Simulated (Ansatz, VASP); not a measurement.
## Two plane-wave programs on HfC

```
Hf C
1.0
     0.00000    2.28640    2.28640
     2.28640    0.00000    2.28640
     2.28640    2.28640    0.00000
Hf C
1 1
Direct
  0.50000 0.50000 0.50000
  0.00000 0.00000 0.00000
```

Alike in both runs: task single point; functional revPBE; k mesh 16 × 16 × 16; occupations gaussian, width 0.1 eV; no spin polarisation.

|  | VASP | Ansatz |
| --- | --- | --- |
| version | VASP 6.6.1 | Ansatz 0.2.0 |
| potentials or method | VASP PAW PBE potentials, release 64 (Hf_pv, C) | scalar-relativistic, plane waves, PAW |
| plane-wave cutoff (eV) | 520 | 420 |
| valence electrons in the cell | 14 | 30 |

|  | VASP | Ansatz | Ansatz less VASP |
| --- | --- | --- | --- |
| gap on the k mesh at the Fermi level (eV) | none | none | - |
| pressure (GPa) | 15.9 | 16.4 | +0.53 |

VASP's potentials were made for PBE, not for revPBE. A gap of «none» marks a metal or a gap that the smearing closes. The functional is the same, so the differences come from potentials, cutoffs and numerics. VASP's potentials hold 14 valence electrons a cell and Ansatz's 30, so a difference there can come from the potentials and not from the codes.

Neither program's run includes spin-orbit coupling.
